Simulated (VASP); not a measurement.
Zn3As:

```
CELL_PARAMETERS angstrom
3.93377 0.00000 0.00000
0.00000 3.93377 0.00000
0.00000 0.00000 3.89334
ATOMIC_POSITIONS crystal
Zn 0.00000 0.50000 0.50000
Zn 0.50000 0.00000 0.50000
Zn 0.50000 0.50000 0.00000
As 0.00000 0.00000 0.00000
```

```yaml
Program: VASP 6.6.1
Task: relaxation of cell and atoms
Functional: PBE
Potentials_or_basis: VASP PAW PBE potentials, release 64 (Zn, As)
Cutoff: 600 eV
k_mesh: 4 × 4 × 4
Occupations: gaussian, width 0.1 eV
Spin: no spin polarisation
```

At the start: pressure 10.0 GPa; volume 15.06 Å³/atom.

Question: How do energy, volume and symmetry change on relaxing?

Answer: Over 3 steps the energy falls by 48.9 meV/atom and the volume is 16.78 Å³/atom (+11.4 %); space group Pm-3m (No. 221, to 0.05 Å).

Step by step:
```csv
step,energy change (eV),largest force (eV/Å),pressure (GPa),volume (Å³)
1,0.0000,0.0000,9.97,60.25
2,-0.1870,0.0000,-1.64,68.79
3,-0.1956,0.0000,0.03,67.13
```

Final structure:
```xyz
4
Lattice="4.0768 0.0000 0.0000 0.0000 4.0768 0.0000 0.0000 0.0000 4.0391" Properties=species:S:1:pos:R:3 pbc="T T T"
Zn    0.0000    2.0384    2.0196
Zn    2.0384    0.0000    2.0196
Zn    2.0384    2.0384    0.0000
As    0.0000    0.0000    0.0000
```

Caveat: the k points lie up to 0.39 Å⁻¹ apart in the final cell.
